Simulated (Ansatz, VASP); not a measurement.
**Al7FeN8 in VASP and in Ansatz**

```
Fe Al N
1.0
     0.00000    0.00000    5.01804
     6.26042    0.00000    0.00000
    -3.13021    5.42168    0.00000
Fe Al N
1 7 8
Direct
  0.50040 0.33427 0.16536
  0.49955 0.33559 0.66604
  0.49951 0.83373 0.16418
  0.49954 0.83372 0.66597
  0.99851 0.16666 0.33311
  0.99849 0.16664 0.82999
  0.99843 0.66965 0.33302
  0.99871 0.66773 0.83203
  0.89267 0.33429 0.16537
  0.87963 0.33499 0.66571
  0.87961 0.83404 0.16477
  0.87961 0.83403 0.66562
  0.37740 0.16290 0.33687
  0.37742 0.16290 0.82252
  0.37739 0.67715 0.33677
  0.37976 0.66771 0.83207
```

Alike in both runs: functional PBE; k mesh 2 × 2 × 2; occupations gaussian, width 0.01 eV; collinear spin.

Ansatz relaxed the structure, and its values are those at the end. VASP's run is a single point on that final structure, the one shown.

```csv
,VASP,Ansatz
version,VASP 6.6.1,Ansatz 0.2.0
potentials or method,"VASP PAW PBE potentials, release 64 (Fe, Al, N), cutoff 520 eV","scalar-relativistic, plane waves, PAW"
valence electrons in the cell,69,77
```

|  | VASP | Ansatz | Ansatz less VASP |
| --- | --- | --- | --- |
| gap on the k mesh at the Fermi level (eV) | 0.86 | 0.91 | +0.049 |
| least direct gap on the mesh (eV) | 0.91 | 0.96 | +0.045 |
| rms of the force components (eV/Å) | 0.014 | 0.004 | -0.0100 |
| net moment per atom (μB) | 0.31 | 0.31 | 0.000 |
| size of the moment on the site where the two differ most (μB) | 3.75 | 3.43 | -0.315 |

Site moments also hang on the region over which each program counts them. VASP's potentials hold 69 valence electrons a cell and Ansatz's 77, so a difference there can come from the potentials and not from the codes.

The k mesh is coarse, so the values compare programs but aren't converged.
